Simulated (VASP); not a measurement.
# Mg8O7 (a cell with a defect) in VASP: a series of runs

Runs on Mg8O7 (a cell with a defect). Level: PBE. Tasks: single point, relaxation of the atoms.

Program: VASP 6.6.1. These are calculated values, not measurements. Logs are shortened: lines on timing, memory, paths and dates and some standing lists are left out, and cuts for length are marked.

## Step 1: The cell of the first run

The cell holds a defect, 15 atoms: a = 6.016 Å, b = 6.016 Å, c = 6.016 Å, α = 60.00°, β = 60.00°, γ = 60.00°.

## Step 2: Single point, PBE (atoms taken out, then relaxed in part)

INCAR

```
ALGO     = Normal         # electronic algorithm
EDIFF    = 1E-6           # SCF threshold, eV
ENCUT    = 520            # plane-wave cutoff, eV
GGA      = PE             # functional
ISIF     = 2              # what is computed and relaxed
ISMEAR   = 0              # smearing method
LASPH    = T              # aspherical terms in the spheres
LCHARG   = F              # write CHGCAR
LREAL    = Auto         
LWAVE    = F              # write WAVECAR
NBANDS   = 42             # bands
NELM     = 100            # most SCF steps
PREC     = Accurate       # precision mode
SIGMA    = 0.01           # smearing width, eV
```

KPOINTS

```
k-points
0
Gamma
  2 2 2
```

POSCAR

```
Mg8O7
1.0
    0.0000000000      4.2537045245     -4.2537045245
    4.2537045245      4.2537045245      0.0000000000
    4.2537045245      0.0000000000     -4.2537045245
Mg O
8 7
Direct
   -0.0006699325     -0.0013071664      0.5014744008
   -0.0009295987      0.4975847763      0.5014241309
    0.4998142069     -0.0023102659      0.5010676076
    0.5000688052      0.4973997938      0.5014269175
   -0.0008182524     -0.0012364078      0.9999626320
   -0.0002581902      0.4977273312      1.0010436939
    0.5005320465     -0.0014378887      1.0003407143
    0.5000221341      0.4971760557      1.0007306245
    0.2495461407      0.2479582403      0.2512106779
    0.7498752754      0.7483683610      0.2505974170
    0.7499566547      0.2479982448      0.2508635404
    0.2497644813      0.7479829172      0.7508025137
    0.2496481643      0.2479977659      0.7509248692
    0.7498513856      0.7482346373      0.7508031077
    0.7493756650      0.2484548301      0.7509266956
```

Potentials or basis: VASP PAW PBE potentials, release 64 (Mg, O).

Started as:

```sh
cat potpaw_PBE.64/Mg/POTCAR potpaw_PBE.64/O/POTCAR > POTCAR
mpirun -np 1 vasp_std > vasp.out
```

OUTCAR:

```text
EDIFF = 1E-6
   ENCUT = 520
   GGA = PE
   ISIF = 2
   ISMEAR = 0
   LASPH = T
   LREAL = Auto
   NELM = 100
   PREC = Accurate

 ion  position               nearest neighbor table
   1  0.999  0.999  0.501-  15 2.12   9 2.12  12 2.13  14 2.13  11 2.13   5 3.00   2 3.00   7 3.00
                             4 3.00   6 3.01   3 3.01   3 3.01   6 3.01   4 3.01   7 3.01   2 3.02
   2  0.999  0.498  0.501-  15 2.12   9 2.13  10 2.13  14 2.13  13 2.13   5 3.00   1 3.00   4 3.00
                             8 3.00   3 3.01   6 3.01   6 3.01   3 3.01   8 3.01   4 3.01   1 3.02
   3  0.500  0.998  0.501-  12 2.13  14 2.13  10 2.13   9 2.13  13 2.13  11 2.13   2 3.01   5 3.01
                             1 3.01   8 3.01   7 3.01   4 3.01   4 3.01   7 3.01   8 3.01   1 3.01
   4  0.500  0.497  0.501-  15 2.12  13 2.13  12 2.13  11 2.13  10 2.13   7 3.00   1 3.00   2 3.00
                             8 3.00   6 3.01   3 3.01   3 3.01   6 3.01   8 3.01   2 3.01   1 3.01
   5  0.999  0.999  1.000-  15 2.12  13 2.13  10 2.13  12 2.13  11 2.13   1 3.00   7 3.00   2 3.00
                             8 3.00   3 3.01   6 3.01   6 3.01   3 3.01   8 3.02   2 3.02   7 3.02
   6  1.000  0.498  0.001-  11 2.12  13 2.13   9 2.13  14 2.13  10 2.13  12 2.13   1 3.01   5 3.01
                             8 3.01   4 3.01   2 3.01   7 3.01   7 3.01   2 3.01   4 3.01   8 3.01
   7  0.501  0.999  0.000-  15 2.12  10 2.13  14 2.13   9 2.13  13 2.13   8 3.00   5 3.00   1 3.00
                             4 3.00   3 3.01   6 3.01   6 3.01   3 3.01   4 3.01   1 3.01   5 3.02
   8  0.500  0.497  0.001-  15 2.12   9 2.13  11 2.13  12 2.13  14 2.13   7 3.00   5 3.00   4 3.00
                             2 3.00   6 3.01   3 3.01   3 3.01   6 3.01   2 3.01   4 3.01   5 3.02
   9  0.250  0.248  0.251-   1 2.12   8 2.13   2 2.13   6 2.13   3 2.13   7 2.13
  10  0.750  0.748  0.251-   7 2.13   5 2.13   3 2.13   2 2.13   6 2.13   4 2.13
  11  0.750  0.248  0.251-   6 2.12   4 2.13   1 2.13   8 2.13   5 2.13   3 2.13
  12  0.250  0.748  0.751-   3 2.13   1 2.13   5 2.13   4 2.13   8 2.13   6 2.13
  13  0.250  0.248  0.751-   5 2.13   4 2.13   6 2.13   2 2.13   3 2.13   7 2.13
  14  0.750  0.748  0.751-   3 2.13   7 2.13   1 2.13   2 2.13   6 2.13   8 2.13
  15  0.749  0.248  0.751-   8 2.12   7 2.12   4 2.12   2 2.12   5 2.12   1 2.12

  LATTYP: Found a face centered cubic cell.
 ALAT       =     8.5074090490

  Lattice vectors:

 A1 = (   0.0000000000,   4.2537045245,  -4.2537045245)
 A2 = (   4.2537045245,   4.2537045245,   0.0000000000)
 A3 = (   4.2537045245,   0.0000000000,  -4.2537045245)

Analysis of symmetry for initial positions (statically):
=====================================================================
 Subroutine PRICEL returns:
 Original cell was already a primitive cell.

 Routine SETGRP: Setting up the symmetry group for a
 face centered cubic supercell.

 Subroutine GETGRP returns: Found  1 space group operations
 (whereof  1 operations were pure point group operations)
 out of a pool of 48 trial point group operations.

The static configuration has the point symmetry C_1 .

Analysis of symmetry for dynamics (positions and initial velocities):
=====================================================================
 Subroutine PRICEL returns:
 Original cell was already a primitive cell.

 Routine SETGRP: Setting up the symmetry group for a
 face centered cubic supercell.

 Subroutine GETGRP returns: Found  1 space group operations
 (whereof  1 operations were pure point group operations)
 out of a pool of 48 trial point group operations.

The dynamic configuration has the point symmetry C_1 .

 Subroutine INISYM returns: Found  1 space group operations
 (whereof  1 operations are pure point group operations),
 and found     1 'primitive' translations

----------------------------------------------------------------------------------------

                                     Primitive cell

  volume of cell :     153.9331

  direct lattice vectors                    reciprocal lattice vectors
     0.000000000  4.253704524 -4.253704524    -0.117544601  0.117544601 -0.117544601
     4.253704524  4.253704524  0.000000000     0.117544601  0.117544601  0.117544601
     4.253704524  0.000000000 -4.253704524     0.117544601 -0.117544601 -0.117544601

  length of vectors
     6.015646629  6.015646629  6.015646629     0.203593221  0.203593221  0.203593221

  position of ions in fractional coordinates (direct lattice)
     0.999330067  0.998692834  0.501474401
     0.999070401  0.497584776  0.501424131
     0.499814207  0.997689734  0.501067608
[... 53 lines left out ...]
 ===========================================

 Found      8 irreducible k-points:

 Following reciprocal coordinates:
            Coordinates               Weight
  0.000000  0.000000  0.000000      1.000000
  0.500000  0.000000  0.000000      1.000000
  0.000000  0.500000  0.000000      1.000000
  0.000000  0.000000  0.500000      1.000000
  0.500000  0.500000  0.500000      1.000000
  0.500000  0.500000  0.000000      1.000000
  0.000000  0.500000  0.500000      1.000000
  0.500000  0.000000  0.500000      1.000000
   k-points           NKPTS =      8   k-points in BZ     NKDIM =      8   number of bands    NBANDS=     42
   number of dos      NEDOS =    301   number of ions     NIONS =     15
   total plane-waves  NPLWV = 110592
   dimension x,y,z NGX =    48 NGY =   48 NGZ =   48
   dimension x,y,z NGXF=    96 NGYF=   96 NGZF=   96
   ions per type =               8   7
   NGX,Y,Z   is equivalent  to a cutoff of  13.27, 13.27, 13.27 a.u.
   NGXF,Y,Z  is equivalent  to a cutoff of  26.53, 26.53, 26.53 a.u.
 SYSTEM =  unknown system
   PREC   = accura    normal or accurate (medium, high low for compatibility)
   ISTART =      0    job   : 0-new  1-cont  2-samecut
   ICHARG =      2    charge: 1-file 2-atom 10-const
   ISPIN  =      1    spin polarized calculation?
   LNONCOLLINEAR =      F non collinear calculations
   LSORBIT =      F    spin-orbit coupling
   LASPH  =      T    aspherical Exc in radial PAW
   ENCUT  =  520.0 eV  38.22 Ry    6.18 a.u.  11.19 11.19 11.19*2*pi/ulx,y,z
   NELM   =    100;   NELMIN=  2; NELMDL= -5     # of ELM steps
   EDIFF  = 0.1E-05   stopping-criterion for ELM
   LREAL  =      T    real-space projection
   EDIFFG = 0.1E-04   stopping-criterion for IOM
   NSW    =      0    number of steps for IOM
   IBRION =     -1    ionic relax: 0-MD 1-quasi-New 2-CG
   NFREE  =      0    steps in history (QN), initial steepest desc. (CG)
   ISIF   =      2    stress and relaxation
   ISYM   =      2    0-nonsym 1-usesym 2-fastsym
   POTIM  = 0.5000    time-step for ionic-motion
   TEBEG  =    0.0;   TEEND  =   0.0 temperature during run
   PSTRESS=    0.0 pullay stress
   NELECT =      58.0000    total number of electrons
   NUPDOWN=      -1.0000    fix difference up-down
   EMIN   =  10.00;   EMAX   =-10.00  energy-range for DOS
   EFERMI =   0.00;   METHOD = LEGACY
   ISMEAR =     0;   SIGMA  =   0.01  broadening in eV -4-tet -1-fermi 0-gaus
   EFERMI_NEDOS =   21; number of points for ismear=-14 and -15
   IALGO  =     38    algorithm
   IMIX   =      4    mixing-type and parameters
     AMIX     =   0.40;   BMIX     =  1.00
     AMIX_MAG =   1.60;   BMIX_MAG =  1.00
  volume/ion in A,a.u.               =      10.26        69.25
  Fermi-wavevector in a.u.,A,eV,Ry     =   1.182425  2.234459 19.022690  1.398128
  Thomas-Fermi vector in A             =   2.318679
   LORBIT       =      0    0 simple, 1 ext, 2 COOP (PROOUT), +10 PAW based schemes
   GGA     = PE    functional components
   LHFCALC =     F    Hartree Fock is set to
   AEXX    =    0.0000 exact exchange contribution
   IVDW    =     0    specifies the selected vdW correction
   LEPSILON=     F    determine dielectric tensor
   LRPA    =     F    only Hartree local field effects (RPA)
 non-spin polarized calculation
 Gauss-broadening in eV      SIGMA  =   0.01
  energy-cutoff  :      520.00
  volume of cell :      153.93
 maximum number of plane-waves:      4184
 NGX is ok and might be reduce to    48
   NGX = 23   NGY = 23   NGZ = 23

 number of electron      58.0000019 magnetization

 Free energy of the ion-electron system (eV)
  ---------------------------------------------------
  ext. energy  EPLUGINS =         0.00000000
  ---------------------------------------------------
  free energy    TOTEN  =       -83.45967423 eV

  energy without entropy =      -83.45967423  energy(sigma->0) =      -83.45967423

 E-fermi :   5.7113     XC(G=0): -10.7086

 val. band max:        5.5935498467   @ k =   0.5000   0.5000   0.0000
 cond. band min:       7.8689391370   @ k =   0.5000   0.5000   0.5000
 fundamental gap:      2.2753892903
 Fermi energy:         5.7113085538

 k-point     1 :       0.0000    0.0000    0.0000
  band No.  band energies     occupation
      1     -14.3747      2.00000
      2     -13.2923      2.00000
      3     -13.2923      2.00000
      4     -13.2922      2.00000
      5     -13.1986      2.00000
      6     -13.0450      2.00000
[... 341 lines left out ...]
     40      14.0770      0.00000
     41      14.0820      0.00000
 [bands above 41 left out]

------------------------ aborting loop because EDIFF is reached ----------------------------------------

  FORCE on cell =-STRESS in cart. coord.  units (eV):
  Direction    XX          YY          ZZ          XY          YZ          ZX
  --------------------------------------------------------------------------------------
  -------------------------------------------------------------------------------------
  Total        1.2625577      1.2690351      1.2648251      0.0018943      0.0013345     -0.0032507
  in kB       13.1410437     13.2084627     13.1646436      0.0197166      0.0138903     -0.0338343
  external PRESSURE =      13.1713833 kB  Pullay stress =       0.0000000 kB

 VOLUME and BASIS-vectors are now :
 -----------------------------------------------------------------------------
  energy-cutoff  :      520.00
  volume of cell :      153.93
      direct lattice vectors                 reciprocal lattice vectors
     0.000000000  4.253704524 -4.253704524    -0.117544601  0.117544601 -0.117544601
     4.253704524  4.253704524  0.000000000     0.117544601  0.117544601  0.117544601
     4.253704524  0.000000000 -4.253704524     0.117544601 -0.117544601 -0.117544601

 POSITION                                       TOTAL-FORCE (eV/Angst)
 -----------------------------------------------------------------------------------
      6.38127      8.49900     -6.38398         0.013971     -0.014447      0.007669
      4.24949      6.36633     -6.38266         0.007641     -0.015473      0.001133
      6.37527      6.36994     -4.25746         0.003823      0.011195     -0.002930
      4.24871      4.24294     -4.26007         0.001356      0.010335     -0.021553
      8.50199      8.49867     -8.50377         0.006865     -0.004197      0.006137
      2.12162      6.36979     -4.25705         0.005672      0.009056      0.010782
      4.24904      6.37670     -2.13056        -0.006799      0.008697      0.006817
      2.11795      4.24179     -2.13005        -0.014707      0.023453      0.003343
      2.12332      2.11624     -2.13007        -0.006939      0.006940      0.002296
      4.24931      6.37309     -4.25572        -0.001709     -0.015426     -0.005441
      2.12201      4.24501     -4.25719         0.002738     -0.008401      0.005250
      6.37539      4.24412     -4.25612         0.005187     -0.001193     -0.002514
      4.24912      2.11684     -4.25614        -0.001538      0.001499     -0.002992
      6.37646      6.37242     -6.38334        -0.003152     -0.011042     -0.000386
      4.25107      4.24448     -6.38184        -0.012409     -0.000996     -0.007611
 -----------------------------------------------------------------------------------
    total drift:                               -0.007037     -0.016996     -0.005904

  FREE ENERGIE OF THE ION-ELECTRON SYSTEM (eV)
  ---------------------------------------------------
  free  energy   TOTEN  =       -83.4596742272 eV

  energy  without entropy=      -83.4596742272  energy(sigma->0) =      -83.45967423
```

Run time: 4.2 min. Hardware: 1 thread of Intel Xeon 8259CL, shared host; peak memory 0.32 GiB.

What came out:

```
Free energy            : -83.4597 eV
Pressure               : 1.3 GPa
Largest force          : 0.028 eV/Å
Band gap on the k mesh : 2.28 eV
```

Forces in eV/Å, atoms in the order of the input:
```
Mg   0.014 -0.014  0.008
Mg   0.008 -0.015  0.001
Mg   0.004  0.011 -0.003
Mg   0.001  0.010 -0.022
Mg   0.007 -0.004  0.006
Mg   0.006  0.009  0.011
Mg  -0.007  0.009  0.007
Mg  -0.015  0.023  0.003
O   -0.007  0.007  0.002
O   -0.002 -0.015 -0.005
O    0.003 -0.008  0.005
O    0.005 -0.001 -0.003
O   -0.002  0.001 -0.003
O   -0.003 -0.011  0.000
O   -0.012 -0.001 -0.008
```

Caveat: the k points lie up to 0.64 Å⁻¹ apart; the cell differs from its parent crystal (atoms taken out, then relaxed in part).

## Step 3: Single point, PBE (atoms taken out, then relaxed in part)

INCAR

```
ALGO = Normal ; EDIFF = 1E-7
ENCUT = 520 ; GGA = PE
ISIF = 2 ; ISMEAR = 0
LASPH = T ; LCHARG = T
LELF = T ; LREAL = Auto
LVHAR = T ; LWAVE = F
NBANDS = 42 ; NELECT = 56.0
NELM = 60 ; PREC = Accurate
SIGMA = 0.01
```

KPOINTS is that of step 2.

POSCAR

```
Mg8O7
1.0
    0.0000000000      4.2537045245     -4.2537045245
    4.2537045245      4.2537045245      0.0000000000
    4.2537045245      0.0000000000     -4.2537045245
Mg O
8 7
Direct
   -0.0164870380      0.0129447802      0.5174984256
   -0.0165373001      0.4809003586      0.5174726724
    0.4995656785     -0.0031740665      0.5014701944
    0.5155571813      0.4808021252      0.5175178907
   -0.0164496406      0.0129218126      0.9853688615
   -0.0004684613      0.4968515080      1.0014561685
    0.5156428276      0.0128374373      0.9854106451
    0.5155821927      0.4807442608      0.9854382148
    0.2495157726      0.2468583250      0.2514746156
    0.7495516093      0.7469189116      0.2514057669
    0.7495133229      0.2469265849      0.2514304138
    0.2495639021      0.7468582114      0.7514615937
    0.2495405428      0.2468205383      0.7514996122
    0.7496033621      0.7468846314      0.7513980857
    0.7495524257      0.2468505410      0.7514561079
```

Potentials or basis: VASP PAW PBE potentials, release 64 (Mg, O).

Started as:

```sh
cat potpaw_PBE.64/Mg/POTCAR potpaw_PBE.64/O/POTCAR > POTCAR
mpirun -np 1 vasp_std > vasp.out
```

It took 4.2 min on 1 thread of Intel Xeon 8259CL, shared host; peak memory 0.33 GiB.

Results (log left out):

* Free energy: -93.4487 eV
* Largest force: 0.056 eV/Å

Forces in eV/Å, atoms in the order of the input:
```
Mg   0.052  0.000  0.002
Mg  -0.002 -0.055 -0.001
Mg   0.001  0.001  0.001
Mg   0.001  0.001 -0.054
Mg   0.002 -0.001  0.054
Mg   0.000  0.001 -0.001
Mg   0.002  0.056  0.002
Mg  -0.051  0.002  0.001
O   -0.001  0.000 -0.001
O   -0.001 -0.003 -0.002
O    0.000 -0.002 -0.001
O   -0.001 -0.001 -0.001
O   -0.001  0.001  0.000
O   -0.001 -0.002  0.000
O    0.000  0.001  0.001
```

Levels at points of the mesh, in eV from the Fermi level:
```
           k point  band 24  band 25  band 26  band 27  band 28  band 29  band 30  band 31  band 32  band 33
(0.00, 0.00, 0.00)    -0.27    -0.27    -0.06    -0.06    -0.06     0.69     5.95     8.00     8.00     8.00
(0.50, 0.00, 0.00)    -0.76    -0.32    -0.32    -0.21    -0.21     2.45     5.32     7.58     7.58     8.08
(0.00, 0.50, 0.00)    -0.76    -0.32    -0.32    -0.21    -0.21     2.45     5.33     7.58     7.58     8.08
(0.00, 0.00, 0.50)    -0.76    -0.32    -0.32    -0.21    -0.21     2.45     5.32     7.58     7.58     8.08
(0.50, 0.50, 0.50)    -0.76    -0.32    -0.32    -0.21    -0.21     2.45     5.32     7.58     7.58     8.08
(0.50, 0.50, 0.00)    -0.92    -0.44    -0.44    -0.44    -0.27     2.96     5.48     6.88     6.88     8.59
(0.00, 0.50, 0.50)    -0.92    -0.44    -0.44    -0.44    -0.27     2.96     5.48     6.88     6.88     8.59
(0.50, 0.00, 0.50)    -0.92    -0.44    -0.44    -0.44    -0.27     2.96     5.48     6.88     6.88     8.59
```

Caveat: the k points lie up to 0.64 Å⁻¹ apart; the cell carries a net charge on a neutralising background, which shifts energy and pressure; the cell differs from its parent crystal (atoms taken out, then relaxed in part); the cell is charged against a uniform background, so pressure and absolute levels hang on convention.

[end of part 1 of 2]
